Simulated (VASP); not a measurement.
# Ge (C222_1) in VASP: single point with PBE

Aim: the single point of Ge with PBE.

All numbers are computed with VASP 6.6.1; they aren't measurements. Logs are shortened: lines on timing, memory, paths and dates and some standing lists are left out, and cuts for length are marked.

## (1) The cell of the first run

Symmetry: C222_1, No. 20, orthorhombic system. The conventional cell has a = 4.058 Å, b = 7.030 Å, c = 6.693 Å, α = 90.00°, β = 90.00°, γ = 90.00°. Ge (site symmetry 1) has 4 Ge at 2.49 to 2.51 Å within 3.3 Å.

## (2) Single point, PBE (atoms displaced along a vibrational mode)

File INCAR:

```
ALGO = Fast ; EDIFF = 1E-6
ENCUT = 520 ; GGA = PE
ISIF = 2 ; ISMEAR = 0
LASPH = T ; LCHARG = F
LREAL = F ; LWAVE = F
NBANDS = 66 ; NELM = 60
PREC = Accurate ; SIGMA = 0.15
```

File KPOINTS:

```
k-points
0
Gamma
  10 6 6
```

File POSCAR:

```
Ge
1.0
   -4.0584862901      0.0000000000      0.0000000000
    0.0000000000      0.0000000000     -6.6930647500
    0.0000000000     -7.0295044562      0.0000000000
Ge
8
Direct
    0.0193914663      0.9372088633      0.3333333333
    0.5193914663      0.9372088633      0.8333333333
    0.4806085337      0.4372088633      0.1666666667
   -0.0193914663      0.4372088633      0.6666666667
   -0.0193914663      0.5627911367      0.3333333333
    0.4806085337      0.5627911367      0.8333333333
    0.5193914663      0.0627911367      0.1666666667
    0.0193914663      0.0627911367      0.6666666667
```

Potentials or basis: VASP PAW PBE potentials, release 64 (Ge_d).

Launch:

```sh
$ cat potpaw_PBE.64/Ge_d/POTCAR > POTCAR
$ mpirun -np 1 vasp_std > vasp.out
```

OUTCAR:

```text
EDIFF = 1E-6
   ENCUT = 520
   GGA = PE
   ISIF = 2
   ISMEAR = 0
   LASPH = T
   LREAL = F
   NELM = 60
   PREC = Accurate

 ion  position               nearest neighbor table
   1  0.019  0.937  0.333-   7 2.49   7 2.49   8 2.49   5 2.51
   2  0.519  0.937  0.833-   8 2.49   8 2.49   7 2.49   6 2.51
   3  0.481  0.437  0.167-   5 2.49   5 2.49   6 2.49   7 2.51
   4  0.981  0.437  0.667-   6 2.49   6 2.49   5 2.49   8 2.51
   5  0.981  0.563  0.333-   3 2.49   3 2.49   4 2.49   1 2.51
   6  0.481  0.563  0.833-   4 2.49   4 2.49   3 2.49   2 2.51
   7  0.519  0.063  0.167-   1 2.49   1 2.49   2 2.49   3 2.51
   8  0.019  0.063  0.667-   2 2.49   2 2.49   1 2.49   4 2.51

  LATTYP: Found a simple orthorhombic cell.
 ALAT       =     4.0584862901
 B/A-ratio  =     1.6491529776
 C/A-ratio  =     1.7320508076

  Lattice vectors:

 A1 = (  -4.0584862901,   0.0000000000,   0.0000000000)
 A2 = (   0.0000000000,   0.0000000000,  -6.6930647500)
 A3 = (   0.0000000000,  -7.0295044562,   0.0000000000)

Analysis of symmetry for initial positions (statically):
=====================================================================
 Subroutine PRICEL returns following result:

  LATTYP: Found a hexagonal cell.
 ALAT       =     4.0584862901
 C/A-ratio  =     1.6491529776

  Lattice vectors:

 A1 = (  -2.0292431451,  -3.5147522281,   0.0000000000)
 A2 = (  -2.0292431451,   3.5147522281,   0.0000000000)
 A3 = (   0.0000000000,   0.0000000000,  -6.6930647500)

   2 primitive cells build up your supercell.

 Routine SETGRP: Setting up the symmetry group for a
 simple orthorhombic supercell.

 Subroutine GETGRP returns: Found  4 space group operations
 (whereof  2 operations were pure point group operations)
 out of a pool of  8 trial point group operations.

The static configuration has the point symmetry C_2 .
 The point group associated with its full space group is D_2 .

Analysis of symmetry for dynamics (positions and initial velocities):
=====================================================================
 Subroutine PRICEL returns following result:

  LATTYP: Found a hexagonal cell.
 ALAT       =     4.0584862901
 C/A-ratio  =     1.6491529776

  Lattice vectors:

 A1 = (  -2.0292431451,  -3.5147522281,   0.0000000000)
 A2 = (  -2.0292431451,   3.5147522281,   0.0000000000)
 A3 = (   0.0000000000,   0.0000000000,  -6.6930647500)

   2 primitive cells build up your supercell.

 Routine SETGRP: Setting up the symmetry group for a
 simple orthorhombic supercell.

 Subroutine GETGRP returns: Found  4 space group operations
 (whereof  2 operations were pure point group operations)
 out of a pool of  8 trial point group operations.

The dynamic configuration has the point symmetry C_2 .
 The point group associated with its full space group is D_2 .

 Subroutine INISYM returns: Found  4 space group operations
 (whereof  2 operations are pure point group operations),
 and found     2 'primitive' translations

----------------------------------------------------------------------------------------

                                     Primitive cell

  volume of cell :      95.4737

  direct lattice vectors                    reciprocal lattice vectors
    -2.029243145 -3.514752228  0.000000000    -0.246397284 -0.142257538  0.000000000
    -2.029243145  3.514752228  0.000000000    -0.246397284  0.142257538  0.000000000
     0.000000000  0.000000000 -6.693064750     0.000000000  0.000000000 -0.149408386

  length of vectors
     4.058486290  4.058486290  6.693064750     0.284515077  0.284515077  0.149408386

  position of ions in fractional coordinates (direct lattice)
     0.352724800  0.686058133  0.937208863
     0.647275200  0.313941867  0.437208863
     0.313941867  0.647275200  0.562791137
     0.686058133  0.352724800  0.062791137

  ion indices of the primitive-cell ions
   primitive index   ion index
                 1           1
                 2           4
                 3           5
                 4           8

----------------------------------------------------------------------------------------

 KPOINTS: k-points

Automatic generation of k-mesh.
 Grid dimensions read from file:
 generate k-points for:   10    6    6

 Generating k-lattice:

  Cartesian coordinates                     Fractional coordinates (reciprocal lattice)
    -0.024639728  0.000000000  0.000000000     0.100000000  0.000000000  0.000000000
     0.000000000  0.000000000 -0.024901398     0.000000000  0.166666667  0.000000000
     0.000000000 -0.023709590  0.000000000     0.000000000  0.000000000  0.166666667

  Length of vectors
     0.024639728  0.024901398  0.023709590

  Shift w.r.t. Gamma in fractional coordinates (k-lattice)
     0.000000000  0.000000000  0.000000000

 Subroutine IBZKPT returns following result:
 ===========================================

 Found     96 irreducible k-points:

 Following reciprocal coordinates:
            Coordinates               Weight
  0.000000  0.000000  0.000000      1.000000
  0.100000  0.000000  0.000000      2.000000
  0.200000  0.000000  0.000000      2.000000
  0.300000  0.000000  0.000000      2.000000
  0.400000  0.000000  0.000000      2.000000
  0.500000  0.000000  0.000000      1.000000
[... 16 lines left out ...]
  0.400000  0.500000  0.000000      2.000000
  0.500000  0.500000  0.000000      1.000000
 [... further k-points ...]
   k-points           NKPTS =     96   k-points in BZ     NKDIM =     96   number of bands    NBANDS=     66
   number of dos      NEDOS =    301   number of ions     NIONS =      8
   total plane-waves  NPLWV =  81000
   dimension x,y,z NGX =    30 NGY =   50 NGZ =   54
   dimension x,y,z NGXF=    60 NGYF=  100 NGZF=  108
   ions per type =               8
   NGX,Y,Z   is equivalent  to a cutoff of  12.29, 12.42, 12.77 a.u.
   NGXF,Y,Z  is equivalent  to a cutoff of  24.58, 24.84, 25.54 a.u.
 SYSTEM =  unknown system
   PREC   = accura    normal or accurate (medium, high low for compatibility)
   ISTART =      0    job   : 0-new  1-cont  2-samecut
   ICHARG =      2    charge: 1-file 2-atom 10-const
   ISPIN  =      1    spin polarized calculation?
   LNONCOLLINEAR =      F non collinear calculations
   LSORBIT =      F    spin-orbit coupling
   LASPH  =      T    aspherical Exc in radial PAW
   ENCUT  =  520.0 eV  38.22 Ry    6.18 a.u.   7.55 12.44 13.07*2*pi/ulx,y,z
   NELM   =     60;   NELMIN=  2; NELMDL= -5     # of ELM steps
   EDIFF  = 0.1E-05   stopping-criterion for ELM
   LREAL  =      F    real-space projection
   EDIFFG = 0.1E-04   stopping-criterion for IOM
   NSW    =      0    number of steps for IOM
   IBRION =     -1    ionic relax: 0-MD 1-quasi-New 2-CG
   NFREE  =      0    steps in history (QN), initial steepest desc. (CG)
   ISIF   =      2    stress and relaxation
   ISYM   =      2    0-nonsym 1-usesym 2-fastsym
   POTIM  = 0.5000    time-step for ionic-motion
   TEBEG  =    0.0;   TEEND  =   0.0 temperature during run
   PSTRESS=    0.0 pullay stress
   NELECT =     112.0000    total number of electrons
   NUPDOWN=      -1.0000    fix difference up-down
   EMIN   =  10.00;   EMAX   =-10.00  energy-range for DOS
   EFERMI =   0.00;   METHOD = LEGACY
   ISMEAR =     0;   SIGMA  =   0.15  broadening in eV -4-tet -1-fermi 0-gaus
   EFERMI_NEDOS =   21; number of points for ismear=-14 and -15
   IALGO  =     68    algorithm
   IMIX   =      4    mixing-type and parameters
     AMIX     =   0.40;   BMIX     =  1.00
     AMIX_MAG =   1.60;   BMIX_MAG =  1.00
  volume/ion in A,a.u.               =      23.87       161.07
  Fermi-wavevector in a.u.,A,eV,Ry     =   1.370386  2.589654 25.551165  1.877958
  Thomas-Fermi vector in A             =   2.496177
   LORBIT       =      0    0 simple, 1 ext, 2 COOP (PROOUT), +10 PAW based schemes
   GGA     = PE    functional components
   LHFCALC =     F    Hartree Fock is set to
   AEXX    =    0.0000 exact exchange contribution
   IVDW    =     0    specifies the selected vdW correction
   LEPSILON=     F    determine dielectric tensor
   LRPA    =     F    only Hartree local field effects (RPA)
 non-spin polarized calculation
 RMM-DIIS sequential band-by-band and
 Gauss-broadening in eV      SIGMA  =   0.15
  energy-cutoff  :      520.00
  volume of cell :      190.95
 maximum number of plane-waves:      5186
   NGX = 15   NGY = 25   NGZ = 27

 number of electron     112.0000052 magnetization

 Free energy of the ion-electron system (eV)
  ---------------------------------------------------
  ext. energy  EPLUGINS =         0.00000000
  ---------------------------------------------------
  free energy    TOTEN  =       -35.98670991 eV

  energy without entropy =      -35.98408699  energy(sigma->0) =      -35.98539845

 E-fermi :   4.5498     XC(G=0):  -9.6741

 val. band max:        4.5367233247   @ k =   0.0000   0.1667   0.0000
 cond. band min:       4.6352172403   @ k =   0.0000   0.0000   0.0000
 fundamental gap:      0.0984939155
 Fermi energy:         4.5498115978

 k-point     1 :       0.0000    0.0000    0.0000
  band No.  band energies     occupation
      1     -20.3033      2.00000
      2     -20.2992      2.00000
      3     -20.2945      2.00000
      4     -20.2905      2.00000
      5     -20.2902      2.00000
      6     -20.2765      2.00000
[... 58 lines left out ...]
     65       8.1719      0.00000
     66       8.7807      0.00000

 k-point     2 :       0.1000    0.0000    0.0000
  band No.  band energies     occupation
      1     -20.3040      2.00000
      2     -20.3025      2.00000
      3     -20.2951      2.00000
      4     -20.2948      2.00000
      5     -20.2920      2.00000
      6     -20.2820      2.00000
[... 58 lines left out ...]
     65       8.9570      0.00000
     66       8.9876      0.00000

 k-point     3 :       0.2000    0.0000    0.0000
  band No.  band energies     occupation
      1     -20.3098      2.00000
      2     -20.3034      2.00000
      3     -20.3017      2.00000
      4     -20.2967      2.00000
      5     -20.2961      2.00000
      6     -20.2898      2.00000
[... 1438 lines left out ...]
     65       9.1129      0.00000
     66       9.1235      0.00000

 k-point    24 :       0.5000    0.5000    0.0000
  band No.  band energies     occupation
      1     -20.3004      2.00000
      2     -20.3004      2.00000
      3     -20.3004      2.00000
      4     -20.3004      2.00000
      5     -20.2837      2.00000
      6     -20.2837      2.00000
[... 58 lines left out ...]
     65       9.2481      0.00000
     66       9.2619      0.00000

 [... further k-points ...]
[... 5 lines left out ...]
  --------------------------------------------------------------------------------------
  -------------------------------------------------------------------------------------
  Total       -0.1057059     -0.0464046     -0.2920073      0.0000000      0.0000000      0.0000000
  in kB       -0.8869432     -0.3893654     -2.4501379      0.0000000      0.0000000      0.0000000
  external PRESSURE =      -1.2421488 kB  Pullay stress =       0.0000000 kB

 VOLUME and BASIS-vectors are now :
 -----------------------------------------------------------------------------
  energy-cutoff  :      520.00
  volume of cell :      190.95
      direct lattice vectors                 reciprocal lattice vectors
    -4.058486290  0.000000000  0.000000000    -0.246397284  0.000000000  0.000000000
     0.000000000  0.000000000 -6.693064750     0.000000000  0.000000000 -0.149408386
     0.000000000 -7.029504456  0.000000000     0.000000000 -0.142257538  0.000000000

 POSITION                                       TOTAL-FORCE (eV/Angst)
 -----------------------------------------------------------------------------------
     -0.07870     -2.34317     -6.27280         0.061031     -0.003068      0.025155
     -2.10794     -5.85792     -6.27280         0.061031     -0.003068      0.025155
     -1.95054     -1.17158     -2.92627        -0.061031      0.003068      0.025155
     -3.97979     -4.68634     -2.92627        -0.061031      0.003068      0.025155
     -3.97979     -2.34317     -3.76680        -0.061031     -0.003068     -0.025155
     -1.95054     -5.85792     -3.76680        -0.061031     -0.003068     -0.025155
     -2.10794     -1.17158     -0.42027         0.061031      0.003068     -0.025155
     -0.07870     -4.68634     -0.42027         0.061031      0.003068     -0.025155
 -----------------------------------------------------------------------------------
    total drift:                                0.000000      0.000000     -0.000000

  FREE ENERGIE OF THE ION-ELECTRON SYSTEM (eV)
  ---------------------------------------------------
  free  energy   TOTEN  =       -35.9867099080 eV

  energy  without entropy=      -35.9840869930  energy(sigma->0) =      -35.98539845
```

It took 25 min on 1 thread of Oxide Virtual Turin-like, shared host; peak memory 0.78 GiB.

What came out:

| Property | Result |
| --- | --- |
| Free energy | -35.9867 eV |
| Pressure | -0.1 GPa |
| Largest force | 0.066 eV/Å |
| Band gap on the k mesh | 0.06 eV |

Forces on the atoms (eV/Å):
```
Ge   0.061 -0.003  0.025
Ge   0.061 -0.003  0.025
Ge  -0.061  0.003  0.025
Ge  -0.061  0.003  0.025
Ge  -0.061 -0.003 -0.025
Ge  -0.061 -0.003 -0.025
Ge   0.061  0.003 -0.025
Ge   0.061  0.003 -0.025
```

Stress tensor (GPa, compression positive):
```
-0.09  0.00  0.00
 0.00 -0.04  0.00
 0.00  0.00 -0.25
```

Caveat: the cell differs from its parent crystal (atoms displaced along a vibrational mode); the smearing spreads over this small gap. A k mesh can miss the band edges.

The gap in the log of VASP goes by the Fermi energy; the results here count the filled bands.